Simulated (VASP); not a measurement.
# Ca (Fm-3m) in VASP: notebook

Runs on Ca. Level: PBEsol. Tasks: single point, relaxation of cell and atoms.

Program: VASP 6.6.1. These are calculated values, not measurements. Logs are shortened: lines on timing, memory, paths and dates and some standing lists are left out, and cuts for length are marked.

### Step 1. The cell of the first run

The structure is cubic, space group Fm-3m (No. 225). The conventional cell has a = 5.421 Å, b = 5.421 Å, c = 5.421 Å, α = 90.00°, β = 90.00°, γ = 90.00°. Ca (site symmetry m-3m) has 12 Ca at 3.83 Å within 5.0 Å.

### Step 2. Single point, PBEsol

Input file INCAR:

```
SYSTEM = Ca
  PREC = Accurate
  ENCUT = 520
  EDIFF = 1E-7
  ISMEAR = -1
  SIGMA = 0.08
  LREAL = .FALSE.
  LASPH = .TRUE.
  NELM = 60
  ALGO = Normal
  ISIF = 2
  LWAVE = .FALSE.
  LCHARG = .TRUE.
  GGA = PS
  LELF = .TRUE.
  LVHAR = .TRUE.
  NBANDS = 11
```

Input file KPOINTS:

```
regular mesh
0
G
  12 12 12
  0 0 0
```

Input file POSCAR:

```
Ca
1.0
    0.0000000000      2.7106017327      2.7106017327
    2.7106017327      0.0000000000      2.7106017327
    2.7106017327      2.7106017327      0.0000000000
Ca
1
Direct
    0.0000000000      0.0000000000      0.0000000000
```

Potentials or basis: VASP PAW PBE potentials, release 64 (Ca_sv).

The run is started by

```
cat potpaw_PBE.64/Ca_sv/POTCAR > POTCAR
mpirun -np 1 vasp_std > vasp.out
```

OUTCAR:

```text
SYSTEM = Ca
   PREC = Accurate
   ENCUT = 520
   EDIFF = 1E-7
   ISMEAR = -1
   LREAL = .FALSE.
   LASPH = .TRUE.
   NELM = 60
   ISIF = 2
   GGA = PS

 ion  position               nearest neighbor table
   1  0.000  0.000  0.000-

  LATTYP: Found a face centered cubic cell.
 ALAT       =     5.4212034654

  Lattice vectors:

 A1 = (   0.0000000000,   2.7106017327,   2.7106017327)
 A2 = (   2.7106017327,   0.0000000000,   2.7106017327)
 A3 = (   2.7106017327,   2.7106017327,   0.0000000000)

Analysis of symmetry for initial positions (statically):
=====================================================================
 Subroutine PRICEL returns:
 Original cell was already a primitive cell.

 Routine SETGRP: Setting up the symmetry group for a
 face centered cubic supercell.

 Subroutine GETGRP returns: Found 48 space group operations
 (whereof 48 operations were pure point group operations)
 out of a pool of 48 trial point group operations.

The static configuration has the point symmetry O_h .

Analysis of symmetry for dynamics (positions and initial velocities):
=====================================================================
 Subroutine PRICEL returns:
 Original cell was already a primitive cell.

 Routine SETGRP: Setting up the symmetry group for a
 face centered cubic supercell.

 Subroutine GETGRP returns: Found 48 space group operations
 (whereof 48 operations were pure point group operations)
 out of a pool of 48 trial point group operations.

The dynamic configuration has the point symmetry O_h .

 Subroutine INISYM returns: Found 48 space group operations
 (whereof 48 operations are pure point group operations),
 and found     1 'primitive' translations

----------------------------------------------------------------------------------------

                                     Primitive cell

  volume of cell :      39.8315

  direct lattice vectors                    reciprocal lattice vectors
     0.000000000  2.710601733  2.710601733    -0.184460887  0.184460887  0.184460887
     2.710601733  0.000000000  2.710601733     0.184460887 -0.184460887  0.184460887
     2.710601733  2.710601733  0.000000000     0.184460887  0.184460887 -0.184460887

  length of vectors
     3.833369733  3.833369733  3.833369733     0.319495628  0.319495628  0.319495628

  position of ions in fractional coordinates (direct lattice)
     0.000000000  0.000000000  0.000000000

  ion indices of the primitive-cell ions
   primitive index   ion index
                 1           1

----------------------------------------------------------------------------------------

 KPOINTS: regular mesh

Automatic generation of k-mesh.
 Grid dimensions read from file:
 generate k-points for:   12   12   12

 Generating k-lattice:

  Cartesian coordinates                     Fractional coordinates (reciprocal lattice)
    -0.015371741  0.015371741  0.015371741     0.083333333  0.000000000  0.000000000
     0.015371741 -0.015371741  0.015371741     0.000000000  0.083333333  0.000000000
     0.015371741  0.015371741 -0.015371741     0.000000000  0.000000000  0.083333333

  Length of vectors
     0.026624636  0.026624636  0.026624636

  Shift w.r.t. Gamma in fractional coordinates (k-lattice)
     0.000000000  0.000000000  0.000000000

 Subroutine IBZKPT returns following result:
 ===========================================

 Found     72 irreducible k-points:

 Following reciprocal coordinates:
            Coordinates               Weight
  0.000000  0.000000  0.000000      1.000000
  0.083333  0.000000  0.000000      8.000000
  0.166667  0.000000  0.000000      8.000000
  0.250000  0.000000  0.000000      8.000000
  0.333333  0.000000  0.000000      8.000000
  0.416667  0.000000  0.000000      8.000000
[... 16 lines left out ...]
  0.500000  0.166667  0.000000     24.000000
 -0.416667  0.166667  0.000000     24.000000
 [... further k-points ...]
   k-points           NKPTS =     72   k-points in BZ     NKDIM =     72   number of bands    NBANDS=     11
   number of dos      NEDOS =    301   number of ions     NIONS =      1
   total plane-waves  NPLWV =  27000
   dimension x,y,z NGX =    30 NGY =   30 NGZ =   30
   dimension x,y,z NGXF=    60 NGYF=   60 NGZF=   60
   ions per type =               1
   NGX,Y,Z   is equivalent  to a cutoff of  13.01, 13.01, 13.01 a.u.
   NGXF,Y,Z  is equivalent  to a cutoff of  26.02, 26.02, 26.02 a.u.
 SYSTEM =  Ca
   PREC   = accura    normal or accurate (medium, high low for compatibility)
   ISTART =      0    job   : 0-new  1-cont  2-samecut
   ICHARG =      2    charge: 1-file 2-atom 10-const
   ISPIN  =      1    spin polarized calculation?
   LNONCOLLINEAR =      F non collinear calculations
   LSORBIT =      F    spin-orbit coupling
   LASPH  =      T    aspherical Exc in radial PAW
   ENCUT  =  520.0 eV  38.22 Ry    6.18 a.u.   7.13  7.13  7.13*2*pi/ulx,y,z
   NELM   =     60;   NELMIN=  2; NELMDL= -5     # of ELM steps
   EDIFF  = 0.1E-06   stopping-criterion for ELM
   LREAL  =      F    real-space projection
   EDIFFG = 0.1E-05   stopping-criterion for IOM
   NSW    =      0    number of steps for IOM
   IBRION =     -1    ionic relax: 0-MD 1-quasi-New 2-CG
   NFREE  =      0    steps in history (QN), initial steepest desc. (CG)
   ISIF   =      2    stress and relaxation
   ISYM   =      2    0-nonsym 1-usesym 2-fastsym
   POTIM  = 0.5000    time-step for ionic-motion
   TEBEG  =    0.0;   TEEND  =   0.0 temperature during run
   PSTRESS=    0.0 pullay stress
   NELECT =      10.0000    total number of electrons
   NUPDOWN=      -1.0000    fix difference up-down
   EMIN   =  10.00;   EMAX   =-10.00  energy-range for DOS
   EFERMI =   0.00;   METHOD = LEGACY
   ISMEAR =    -1;   SIGMA  =   0.08  broadening in eV -4-tet -1-fermi 0-gaus
   EFERMI_NEDOS =   21; number of points for ismear=-14 and -15
   IALGO  =     38    algorithm
   IMIX   =      4    mixing-type and parameters
     AMIX     =   0.40;   BMIX     =  1.00
     AMIX_MAG =   1.60;   BMIX_MAG =  1.00
  volume/ion in A,a.u.               =      39.83       268.80
  Fermi-wavevector in a.u.,A,eV,Ry     =   1.032759  1.951632 14.511862  1.066592
  Thomas-Fermi vector in A             =   2.166973
   LORBIT       =      0    0 simple, 1 ext, 2 COOP (PROOUT), +10 PAW based schemes
   GGA     = PS    functional components
   LHFCALC =     F    Hartree Fock is set to
   AEXX    =    0.0000 exact exchange contribution
   IVDW    =     0    specifies the selected vdW correction
   LEPSILON=     F    determine dielectric tensor
   LRPA    =     F    only Hartree local field effects (RPA)
 non-spin polarized calculation
  energy-cutoff  :      520.00
  volume of cell :       39.83
 maximum number of plane-waves:      1090
 NGX is ok and might be reduce to    30
   NGX = 15   NGY = 15   NGZ = 15

 number of electron      10.0000001 magnetization

 Free energy of the ion-electron system (eV)
  ---------------------------------------------------
  ext. energy  EPLUGINS =         0.00000000
  ---------------------------------------------------
  free energy    TOTEN  =        -2.14591717 eV

  energy without entropy =       -2.11850937  energy(sigma->0) =       -2.13221327

 E-fermi :   2.1216     XC(G=0):  -7.9953

 val. band max:        2.0896050159   @ k =   0.5000   0.0833   0.0000
 cond. band min:       2.1286004562   @ k =  -0.3333   0.3333   0.1667
 fundamental gap:      0.0389954402
 Fermi energy:         2.1216120179

 k-point     1 :       0.0000    0.0000    0.0000
  band No.  band energies     occupation
      1     -39.5816      2.00000
      2     -20.5655      2.00000
      3     -20.5655      2.00000
      4     -20.5655      2.00000
      5      -2.0153      2.00000
      6       4.5256      0.00000
      7       4.5256      0.00000
      8       4.5256      0.00000
      9       5.6817      0.00000
     10       5.6817      0.00000
     11      11.5012      0.00000

 k-point     2 :       0.0833    0.0000    0.0000
  band No.  band energies     occupation
      1     -39.5804      2.00000
      2     -20.5774      2.00000
      3     -20.5671      2.00000
      4     -20.5671      2.00000
      5      -1.8903      2.00000
      6       4.3891      0.00000
      7       4.5739      0.00000
      8       4.5739      0.00000
      9       5.6391      0.00000
     10       5.6391      0.00000
     11      11.6641      0.00000

 k-point     3 :       0.1667    0.0000    0.0000
  band No.  band energies     occupation
      1     -39.5771      2.00000
      2     -20.6098      2.00000
      3     -20.5715      2.00000
      4     -20.5715      2.00000
      5      -1.5247      2.00000
      6       4.0349      0.00000
      7       4.6687      0.00000
      8       4.6687      0.00000
      9       5.5830      0.00000
     10       5.5830      0.00000
     11      11.2298      0.00000

 k-point     4 :       0.2500    0.0000    0.0000
  band No.  band energies     occupation
      1     -39.5725      2.00000
      2     -20.6536      2.00000
      3     -20.5774      2.00000
      4     -20.5774      2.00000
      5      -0.9476      2.00000
      6       3.5615      0.00000
      7       4.6704      0.00000
      8       4.6704      0.00000
      9       5.6904      0.00000
     10       5.6904      0.00000
     11       9.9080      0.00000
[... 239 lines left out ...]
 k-point    22 :       0.4167    0.1667    0.0000
  band No.  band energies     occupation
      1     -39.5642      2.00000
      2     -20.7033      2.00000
      3     -20.6057      2.00000
      4     -20.5991      2.00000
      5       0.4181      2.00000
      6       2.8332      0.00027
      7       4.0329      0.00000
      8       4.8310      0.00000
      9       5.9920      0.00000
     10       6.3889      0.00000
     11       8.3867      0.00000

 k-point    23 :       0.5000    0.1667    0.0000
  band No.  band energies     occupation
      1     -39.5618      2.00000
      2     -20.7219      2.00000
      3     -20.6149      2.00000
      4     -20.5992      2.00000
      5       1.1957      1.99998
      6       2.2919      0.21258
      7       3.9308      0.00000
      8       4.7363      0.00000
      9       6.4465      0.00000
     10       6.4521      0.00000
     11       7.6023      0.00000

 k-point    24 :      -0.4167    0.1667    0.0000
  band No.  band energies     occupation
      1     -39.5615      2.00000
      2     -20.7234      2.00000
      3     -20.6206      2.00000
      4     -20.5957      2.00000
      5       1.4106      1.99972
      6       2.1442      0.85966
      7       3.8911      0.00000
      8       4.7010      0.00000
      9       6.2504      0.00000
     10       6.6854      0.00000
     11       7.5607      0.00000

 [... further k-points ...]

------------------------ aborting loop because EDIFF is reached ----------------------------------------

  FORCE on cell =-STRESS in cart. coord.  units (eV):
  Direction    XX          YY          ZZ          XY          YZ          ZX
  --------------------------------------------------------------------------------------
  -------------------------------------------------------------------------------------
  Total        0.0907021      0.0907021      0.0907021     -0.0000000      0.0000000     -0.0000000
  in kB        3.6483857      3.6483857      3.6483857     -0.0000000      0.0000000     -0.0000000
  external PRESSURE =       3.6483857 kB  Pullay stress =       0.0000000 kB

 VOLUME and BASIS-vectors are now :
 -----------------------------------------------------------------------------
  energy-cutoff  :      520.00
  volume of cell :       39.83
      direct lattice vectors                 reciprocal lattice vectors
     0.000000000  2.710601733  2.710601733    -0.184460887  0.184460887  0.184460887
     2.710601733  0.000000000  2.710601733     0.184460887 -0.184460887  0.184460887
     2.710601733  2.710601733  0.000000000     0.184460887  0.184460887 -0.184460887

 POSITION                                       TOTAL-FORCE (eV/Angst)
 -----------------------------------------------------------------------------------
      0.00000      0.00000      0.00000         0.000000      0.000000      0.000000
 -----------------------------------------------------------------------------------
    total drift:                               -0.000000     -0.000000      0.000000

  FREE ENERGIE OF THE ION-ELECTRON SYSTEM (eV)
  ---------------------------------------------------
  free  energy   TOTEN  =        -2.1459171741 eV

  energy  without entropy=       -2.1185093718  energy(sigma->0) =       -2.13221327
```

It took 28 s on 1 thread of Intel Xeon Platinum 8375C at 2.90GHz (Ice Lake), shared host; peak memory 0.18 GiB.

What came out:

- Free energy: -2.1459 eV
- Pressure: 0.4 GPa
- Band gap on the k mesh: zero (band 5 reaches 2.29 eV, above the bottom of band 6 at 2.01 eV)

Caveat: the PAW data sets were made with another functional, which shifts forces and pressure a little.

### Step 3. Relaxation of cell and atoms, PBEsol, target pressure 0.35 GPa, at which the enthalpy is minimised

Input file INCAR:

```
SYSTEM = Ca
PREC = Accurate
ENCUT = 600
EDIFF = 1E-6
ISMEAR = -1
SIGMA = 0.08
LREAL = .FALSE.
LASPH = .TRUE.
NELM = 100
ALGO = Normal
ISIF = 3
LWAVE = .FALSE.
LCHARG = .FALSE.
GGA = PS
IBRION = 2
NSW = 60
EDIFFG = -0.005
PSTRESS = 3.5
```

Input file KPOINTS:

```
Automatic mesh
0
G
  12 12 12
  0 0 0
```

POSCAR is that of step 2.

Potentials or basis: VASP PAW PBE potentials, release 64 (Ca_sv).

The run is started by

```
cat potpaw_PBE.64/Ca_sv/POTCAR > POTCAR
mpirun -np 1 vasp_std > vasp.out
```

Wall time 22 s (1 thread of Intel Xeon Platinum 8375C at 2.90GHz (Ice Lake), shared host); peak memory 0.19 GiB.

It converged, with:

* Free energy: -2.1461 eV
* Pressure after relaxing: 0.4 GPa
* Band gap on the k mesh: zero (band 5 reaches 2.29 eV, above the bottom of band 6 at 2.01 eV)

Final structure:
```
Ca
1.0
     0.00000    2.71060    2.71060
     2.71060    0.00000    2.71060
     2.71060    2.71060    0.00000
Ca
1
Cartesian
  0.0000 0.0000 0.0000
```

Levels at points of the mesh, in eV from the Fermi level:
```csv
k point,band 2,band 3,band 4,band 5,band 6,band 7,band 8,band 9
"(0.00, 0.00, 0.00)",-22.69,-22.69,-22.69,-4.14,2.40,2.40,2.40,3.56
"(0.50, 0.00, 0.00)",-22.86,-22.71,-22.71,-1.03,-0.11,2.28,2.28,4.30
"(0.50, 0.50, 0.00)",-22.85,-22.75,-22.75,-0.52,0.53,1.07,4.30,4.50
```

Caveat: the relaxation stopped at its first step, so nothing moved; the cell is relaxed towards a set pressure, so the enthalpy falls and the energy may rise; the PAW data sets were made with another functional, which shifts forces and pressure a little.
